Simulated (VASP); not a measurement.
# Cr (Im-3m) in VASP: further runs, part 2 of 2

VASP 6.6.1. Earlier steps stand in the parts before.

## (3) Single point, PBE, collinear spin, ferromagnetic start

INCAR

```
SYSTEM = Cr
ALGO = Normal
EDIFF = 1E-6
ENCUT = 520
GGA = PE
ISIF = 2
ISMEAR = -1
ISPIN = 2
LASPH = .TRUE.
LCHARG = .FALSE.
LMAXMIX = 4
LORBIT = 11
LREAL = .FALSE.
LWAVE = .FALSE.
MAGMOM = 3 3 3 3
NBANDS = 36
NELM = 150
PREC = Accurate
SIGMA = 0.05
```

KPOINTS

```
k-points
0
G
  10 10 10
  0 0 0
```

POSCAR

```
Cr
1.0
    2.9688993551      2.9688993551      0.0000000000
    2.9688993551      0.0000000000      2.9688993551
    2.9688993551      0.0000000000     -2.9688993551
Cr
4
Direct
    0.0000000000      0.0000000000      0.0000000000
    0.0000000000      0.5000000000      0.5000000000
    0.5000000000      0.2500000000      0.7500000000
    0.5000000000      0.7500000000      0.2500000000
```

Potentials or basis: VASP PAW PBE potentials, release 64 (Cr_pv).

Command:

```
> cat potpaw_PBE.64/Cr_pv/POTCAR > POTCAR
> mpirun -np 1 vasp_std > vasp.out
```

OUTCAR:

```text
SYSTEM = Cr
   EDIFF = 1E-6
   ENCUT = 520
   GGA = PE
   ISIF = 2
   ISMEAR = -1
   ISPIN = 2
   LASPH = .TRUE.
   LORBIT = 11
   LREAL = .FALSE.
   NELM = 150
   PREC = Accurate

 ion  position               nearest neighbor table
   1  0.000  0.000  0.000-   3 2.57   4 2.57   4 2.57   3 2.57   4 2.57   3 2.57   3 2.57   4 2.57
                             2 2.97   2 2.97   2 2.97   2 2.97   2 2.97   2 2.97
   2  0.000  0.500  0.500-   3 2.57   4 2.57   3 2.57   4 2.57   3 2.57   4 2.57   3 2.57   4 2.57
                             1 2.97   1 2.97   1 2.97   1 2.97   1 2.97   1 2.97
   3  0.500  0.250  0.750-   1 2.57   2 2.57   1 2.57   2 2.57   1 2.57   2 2.57   1 2.57   2 2.57
                             4 2.97   4 2.97   4 2.97   4 2.97   4 2.97   4 2.97
   4  0.500  0.750  0.250-   1 2.57   2 2.57   2 2.57   1 2.57   2 2.57   1 2.57   1 2.57   2 2.57
                             3 2.97   3 2.97   3 2.97   3 2.97   3 2.97   3 2.97

  LATTYP: Found a face centered cubic cell.
 ALAT       =     5.9377987102

  Lattice vectors:

 A1 = (   2.9688993551,   2.9688993551,   0.0000000000)
 A2 = (   2.9688993551,   0.0000000000,  -2.9688993551)
 A3 = (   0.0000000000,   2.9688993551,  -2.9688993551)

Analysis of symmetry for initial positions (statically):
=====================================================================
 Subroutine PRICEL returns following result:

  LATTYP: Found a body centered cubic cell.
 ALAT       =     2.9688993551
[... 12 lines left out ...]
 Subroutine GETGRP returns: Found 48 space group operations
 (whereof 48 operations were pure point group operations)
 out of a pool of 48 trial point group operations.

The static configuration has the point symmetry O_h .

Analysis of symmetry for dynamics (positions and initial velocities):
=====================================================================
 Subroutine PRICEL returns following result:

  LATTYP: Found a body centered cubic cell.
 ALAT       =     2.9688993551
[... 12 lines left out ...]
 Subroutine GETGRP returns: Found 48 space group operations
 (whereof 48 operations were pure point group operations)
 out of a pool of 48 trial point group operations.

The dynamic configuration has the point symmetry O_h .

[... 173 lines left out ...]
 fundamental gap:      0.0215134077
 Fermi energy:         9.2962219347

 spin component 1

 k-point     1 :       0.0000    0.0000    0.0000
  band No.  band energies     occupation
      1     -34.0209      1.00000
      2     -34.0209      1.00000
      3     -34.0209      1.00000
      4     -33.8931      1.00000
      5     -33.8931      1.00000
      6     -33.8931      1.00000
[... 925 lines left out ...]
     35      15.2986      0.00000
     36      16.3281      0.00000

 [... further k-points ...]

 spin component 2

 k-point     1 :       0.0000    0.0000    0.0000
  band No.  band energies     occupation
      1     -34.0209      1.00000
      2     -34.0209      1.00000
      3     -34.0209      1.00000
      4     -33.8931      1.00000
      5     -33.8931      1.00000
      6     -33.8931      1.00000
[... 925 lines left out ...]
     35      15.2986      0.00000
     36      16.3281      0.00000

 [... further k-points ...]

------------------------ aborting loop because EDIFF is reached ----------------------------------------

  FORCE on cell =-STRESS in cart. coord.  units (eV):
  Direction    XX          YY          ZZ          XY          YZ          ZX
  --------------------------------------------------------------------------------------
  -------------------------------------------------------------------------------------
  Total       -8.1384185     -8.1384185     -8.1384185      0.0000000      0.0000000      0.0000000
  in kB     -249.1346751   -249.1346751   -249.1346751      0.0000000      0.0000000      0.0000000
  external PRESSURE =    -249.1346751 kB  Pullay stress =       0.0000000 kB

 VOLUME and BASIS-vectors are now :
 -----------------------------------------------------------------------------
  energy-cutoff  :      520.00
  volume of cell :       52.34
      direct lattice vectors                 reciprocal lattice vectors
     2.968899355  2.968899355  0.000000000     0.000000000  0.336825160  0.000000000
     2.968899355  0.000000000  2.968899355     0.168412580 -0.168412580  0.168412580
     2.968899355  0.000000000 -2.968899355     0.168412580 -0.168412580 -0.168412580

 POSITION                                       TOTAL-FORCE (eV/Angst)
 -----------------------------------------------------------------------------------
      0.00000      0.00000      0.00000        -0.000000     -0.000000      0.000000
      2.96890      0.00000      0.00000         0.000000      0.000000     -0.000000
      4.45335      1.48445     -1.48445         0.000000      0.000000     -0.000000
      4.45335      1.48445      1.48445        -0.000000     -0.000000      0.000000
 -----------------------------------------------------------------------------------
    total drift:                                0.000000      0.000000      0.000000

  FREE ENERGIE OF THE ION-ELECTRON SYSTEM (eV)
  ---------------------------------------------------
  free  energy   TOTEN  =       -37.5374512881 eV

  energy  without entropy=      -37.5118479383  energy(sigma->0) =      -37.52464961

 total charge

# of ion       s       p       d       tot
------------------------------------------
    1        0.397   6.332   4.084  10.813
    2        0.397   6.332   4.084  10.813
    3        0.397   6.332   4.084  10.813
    4        0.397   6.332   4.084  10.813
--------------------------------------------------
tot          1.588  25.327  16.336  43.251

 magnetization (x)

# of ion       s       p       d       tot
------------------------------------------
    1       -0.000   0.000  -0.000  -0.000
    2       -0.000   0.000  -0.000  -0.000
    3       -0.000   0.000  -0.000  -0.000
    4       -0.000   0.000  -0.000  -0.000
--------------------------------------------------
tot         -0.000   0.000  -0.000  -0.000
```

stdout:

```text
POSCAR found type information on POSCAR Cr
 POSCAR found :  1 types and       4 ions
 scaLAPACK will be used
 LDA part: xc-table for (Slater+PW92), standard interpolation
 POSCAR, INCAR and KPOINTS ok, starting setup
 FFT: planning ... GRIDC
 FFT: planning ... GRID_SOFT
 FFT: planning ... GRID
 WAVECAR not read
 entering main loop
```

It took 4 min on 1 thread of Intel Xeon 8259CL, shared host; peak memory 0.27 GiB.

What came out:

- Free energy: -37.5375 eV
- Pressure: -24.9 GPa
- Band gap on the k mesh: zero (filled and empty bands overlap)
- Net moment: 0.00 μB per cell
- Valence electrons inside the program's atomic spheres: Cr 10.81

Levels at points of the mesh, in eV from the Fermi level:
Spin up:
| k point | band 22 | band 23 | band 24 | band 25 | band 26 | band 27 |
| --- | --- | --- | --- | --- | --- | --- |
| (0.00, 0.00, 0.00) | -0.78 | -0.78 | -0.78 | 0.97 | 0.97 | 1.28 |
| (0.50, 0.00, 0.00) | -0.36 | -0.36 | -0.36 | 0.56 | 0.56 | 0.86 |
| (0.00, 0.50, 0.00) | -1.72 | -1.72 | -1.72 | 0.97 | 0.97 | 0.97 |
Spin down:
| k point | band 20 | band 21 | band 22 | band 23 | band 24 | band 25 | band 26 | band 27 | band 28 | band 29 |
| --- | --- | --- | --- | --- | --- | --- | --- | --- | --- | --- |
| (0.00, 0.00, 0.00) | -2.04 | -2.04 | -0.78 | -0.78 | -0.78 | 0.97 | 0.97 | 1.28 | 1.28 | 1.28 |
| (0.50, 0.00, 0.00) | -1.46 | -0.36 | -0.36 | -0.36 | -0.36 | 0.56 | 0.56 | 0.86 | 0.86 | 0.94 |
| (0.00, 0.50, 0.00) | -1.76 | -1.72 | -1.72 | -1.72 | -1.72 | 0.97 | 0.97 | 0.97 | 0.97 | 1.26 |

Caveat: the cell stands under tension; the moments typed at the start vanished in this run.

## (4) Single point, PBE, collinear spin, ferromagnetic start

INCAR

```
ALGO = Normal
EDIFF = 1E-7
ENCUT = 520
GGA = PE
ISIF = 2
ISMEAR = -1
ISPIN = 2
LASPH = True
LCHARG = True
LELF = True
LMAXMIX = 4
LORBIT = 11
LREAL = False
LVHAR = True
LWAVE = False
MAGMOM = 3 3 3 3
NBANDS = 36
NELM = 150
PREC = Accurate
SIGMA = 0.05
```

KPOINTS

```
k-points
0
Gamma
  10 10 10
```

POSCAR is that of step 3.

Potentials or basis: VASP PAW PBE potentials, release 64 (Cr_pv).

Command:

```
> cat potpaw_PBE.64/Cr_pv/POTCAR > POTCAR
> mpirun -np 1 vasp_std > vasp.out
```

OUTCAR:

```text
EDIFF = 1E-7
   ENCUT = 520
   GGA = PE
   ISIF = 2
   ISMEAR = -1
   ISPIN = 2
   LASPH = True
   LORBIT = 11
   LREAL = False
   NELM = 150
   PREC = Accurate

 ion  position               nearest neighbor table
   1  0.000  0.000  0.000-   3 2.57   4 2.57   4 2.57   3 2.57   4 2.57   3 2.57   3 2.57   4 2.57
                             2 2.97   2 2.97   2 2.97   2 2.97   2 2.97   2 2.97
   2  0.000  0.500  0.500-   3 2.57   4 2.57   3 2.57   4 2.57   3 2.57   4 2.57   3 2.57   4 2.57
                             1 2.97   1 2.97   1 2.97   1 2.97   1 2.97   1 2.97
   3  0.500  0.250  0.750-   1 2.57   2 2.57   1 2.57   2 2.57   1 2.57   2 2.57   1 2.57   2 2.57
                             4 2.97   4 2.97   4 2.97   4 2.97   4 2.97   4 2.97
   4  0.500  0.750  0.250-   1 2.57   2 2.57   2 2.57   1 2.57   2 2.57   1 2.57   1 2.57   2 2.57
                             3 2.97   3 2.97   3 2.97   3 2.97   3 2.97   3 2.97

  LATTYP: Found a face centered cubic cell.
 ALAT       =     5.9377987102

  Lattice vectors:

 A1 = (   2.9688993551,   2.9688993551,   0.0000000000)
 A2 = (   2.9688993551,   0.0000000000,  -2.9688993551)
 A3 = (   0.0000000000,   2.9688993551,  -2.9688993551)

Analysis of symmetry for initial positions (statically):
=====================================================================
 Subroutine PRICEL returns following result:

  LATTYP: Found a body centered cubic cell.
 ALAT       =     2.9688993551
[... 12 lines left out ...]
 Subroutine GETGRP returns: Found 48 space group operations
 (whereof 48 operations were pure point group operations)
 out of a pool of 48 trial point group operations.

The static configuration has the point symmetry O_h .

Analysis of symmetry for dynamics (positions and initial velocities):
=====================================================================
 Subroutine PRICEL returns following result:

  LATTYP: Found a body centered cubic cell.
 ALAT       =     2.9688993551
[... 12 lines left out ...]
 Subroutine GETGRP returns: Found 48 space group operations
 (whereof 48 operations were pure point group operations)
 out of a pool of 48 trial point group operations.

The dynamic configuration has the point symmetry O_h .

Analysis of structural, dynamic, and magnetic symmetry:
[... 168 lines left out ...]
 E-fermi :   9.2962     XC(G=0): -12.9660

 val. band max:        9.2775351437   @ k =   0.3000   0.2000   0.0000
 cond. band min:       9.2990503353   @ k =   0.5000   0.2000   0.0000
 fundamental gap:      0.0215151917
 Fermi energy:         9.2962213178

 spin component 1

 k-point     1 :       0.0000    0.0000    0.0000
  band No.  band energies     occupation
      1     -34.0209      1.00000
      2     -34.0209      1.00000
      3     -34.0209      1.00000
      4     -33.8931      1.00000
      5     -33.8931      1.00000
      6     -33.8931      1.00000
[... 925 lines left out ...]
     35      15.2986      0.00000
     36      16.3280      0.00000

 [... further k-points ...]

 spin component 2

 k-point     1 :       0.0000    0.0000    0.0000
  band No.  band energies     occupation
      1     -34.0209      1.00000
      2     -34.0209      1.00000
      3     -34.0209      1.00000
      4     -33.8931      1.00000
      5     -33.8931      1.00000
      6     -33.8931      1.00000
[... 925 lines left out ...]
     35      15.2986      0.00000
     36      16.3281      0.00000

 [... further k-points ...]
[... 5 lines left out ...]
  --------------------------------------------------------------------------------------
  -------------------------------------------------------------------------------------
  Total       -8.1394205     -8.1394205     -8.1394205      0.0000000     -0.0000000     -0.0000000
  in kB     -249.1653480   -249.1653480   -249.1653480      0.0000000     -0.0000000     -0.0000000
  external PRESSURE =    -249.1653480 kB  Pullay stress =       0.0000000 kB

 VOLUME and BASIS-vectors are now :
 -----------------------------------------------------------------------------
  energy-cutoff  :      520.00
  volume of cell :       52.34
      direct lattice vectors                 reciprocal lattice vectors
     2.968899355  2.968899355  0.000000000     0.000000000  0.336825160  0.000000000
     2.968899355  0.000000000  2.968899355     0.168412580 -0.168412580  0.168412580
     2.968899355  0.000000000 -2.968899355     0.168412580 -0.168412580 -0.168412580

 POSITION                                       TOTAL-FORCE (eV/Angst)
 -----------------------------------------------------------------------------------
      0.00000      0.00000      0.00000        -0.000000     -0.000000     -0.000000
      2.96890      0.00000      0.00000         0.000000      0.000000     -0.000000
      4.45335      1.48445     -1.48445        -0.000000      0.000000      0.000000
      4.45335      1.48445      1.48445         0.000000      0.000000      0.000000
 -----------------------------------------------------------------------------------
    total drift:                                0.000000      0.000000      0.000000

  FREE ENERGIE OF THE ION-ELECTRON SYSTEM (eV)
  ---------------------------------------------------
  free  energy   TOTEN  =       -37.5374515466 eV

  energy  without entropy=      -37.5118481959  energy(sigma->0) =      -37.52464987

 total charge

# of ion       s       p       d       tot
------------------------------------------
    1        0.397   6.332   4.084  10.813
    2        0.397   6.332   4.084  10.813
    3        0.397   6.332   4.084  10.813
    4        0.397   6.332   4.084  10.813
--------------------------------------------------
tot          1.588  25.327  16.336  43.251

 magnetization (x)

# of ion       s       p       d       tot
------------------------------------------
    1        0.000  -0.000  -0.000  -0.000
    2        0.000  -0.000  -0.000  -0.000
    3        0.000  -0.000  -0.000  -0.000
    4        0.000  -0.000  -0.000  -0.000
--------------------------------------------------
tot          0.000  -0.000  -0.000  -0.000
```

It took 4.6 min on 1 thread of Intel Xeon 8259CL, shared host; peak memory 0.28 GiB.

Results:

* Free energy: -37.5375 eV
* Pressure: -24.9 GPa
* Band gap on the k mesh: zero (filled and empty bands overlap)
* Net moment: 0.00 μB per cell
* Valence electrons inside the program's atomic spheres: Cr 10.81

Levels at points of the mesh, in eV from the Fermi level:
Spin up:
```
           k point  band 22  band 23  band 24  band 25  band 26  band 27
(0.00, 0.00, 0.00)    -0.78    -0.78    -0.78     0.97     0.97     1.28
(0.50, 0.00, 0.00)    -0.36    -0.36    -0.36     0.56     0.56     0.86
(0.00, 0.50, 0.00)    -1.72    -1.72    -1.72     0.97     0.97     0.97
```
Spin down:
| k point | band 20 | band 21 | band 22 | band 23 | band 24 | band 25 | band 26 | band 27 | band 28 | band 29 |
| --- | --- | --- | --- | --- | --- | --- | --- | --- | --- | --- |
| (0.00, 0.00, 0.00) | -2.04 | -2.04 | -0.78 | -0.78 | -0.78 | 0.97 | 0.97 | 1.28 | 1.28 | 1.28 |
| (0.50, 0.00, 0.00) | -1.46 | -0.36 | -0.36 | -0.36 | -0.36 | 0.56 | 0.56 | 0.86 | 0.86 | 0.94 |
| (0.00, 0.50, 0.00) | -1.76 | -1.72 | -1.72 | -1.72 | -1.72 | 0.97 | 0.97 | 0.97 | 0.97 | 1.26 |

Caveat: the cell stands under tension; the moments typed at the start vanished in this run.

## (5) Single point, PBE, collinear spin, antiferromagnetic start

INCAR

```
ALGO     = Normal         # electronic algorithm
EDIFF    = 1E-6           # SCF threshold, eV
ENCUT    = 520            # plane-wave cutoff, eV
GGA      = PE             # functional
ISIF     = 2              # what is computed and relaxed
ISMEAR   = -1             # smearing method
ISPIN    = 2              # spin polarisation
LASPH    = T              # aspherical terms in the spheres
LCHARG   = F              # write CHGCAR
LMAXMIX  = 4              # l up to which the mixer works
LORBIT   = 11             # projections on sites
LREAL    = F              # projectors in reciprocal space
LWAVE    = F              # write WAVECAR
MAGMOM   = 3 -3 3 -3      # initial moments
NBANDS   = 36             # bands
NELM     = 150            # most SCF steps
PREC     = Accurate       # precision mode
SIGMA    = 0.05           # smearing width, eV
```

KPOINTS is that of step 4.

POSCAR is that of step 4.

Command:

```
> cat potpaw_PBE.64/Cr_pv/POTCAR > POTCAR
> mpirun -np 1 vasp_std > vasp.out
```

Run time: 4 min. Hardware: 1 thread of Intel Xeon 8259CL, shared host; peak memory 0.27 GiB.

Results (log left out):

- Free energy: -37.5374 eV
- Pressure: -24.9 GPa
- Band gap on the k mesh: zero (filled and empty bands overlap)
- Net moment: 0.00 μB per cell
- Valence electrons inside the program's atomic spheres: Cr 10.81

Levels at points of the mesh, in eV from the Fermi level:
Spin up:
```csv
k point,band 21,band 22,band 23,band 24,band 25,band 26,band 27,band 28
"(0.00, 0.00, 0.00)",-2.04,-0.78,-0.78,-0.78,0.97,0.97,1.28,1.28
"(0.50, 0.00, 0.00)",-0.36,-0.36,-0.36,-0.36,0.56,0.56,0.86,0.86
"(0.00, 0.50, 0.00)",-1.72,-1.72,-1.72,-1.72,0.97,0.97,0.97,0.97
```
Spin down:
| k point | band 22 | band 23 | band 24 | band 25 | band 26 | band 27 |
| --- | --- | --- | --- | --- | --- | --- |
| (0.00, 0.00, 0.00) | -0.78 | -0.78 | -0.78 | 0.97 | 0.97 | 1.28 |
| (0.50, 0.00, 0.00) | -0.36 | -0.36 | -0.36 | 0.56 | 0.56 | 0.86 |
| (0.00, 0.50, 0.00) | -1.72 | -1.72 | -1.72 | 0.97 | 0.97 | 0.97 |

Caveat: the cell stands under tension; the moments typed at the start vanished in this run.

The gap in the log of VASP goes by the Fermi energy; the results here count the filled bands.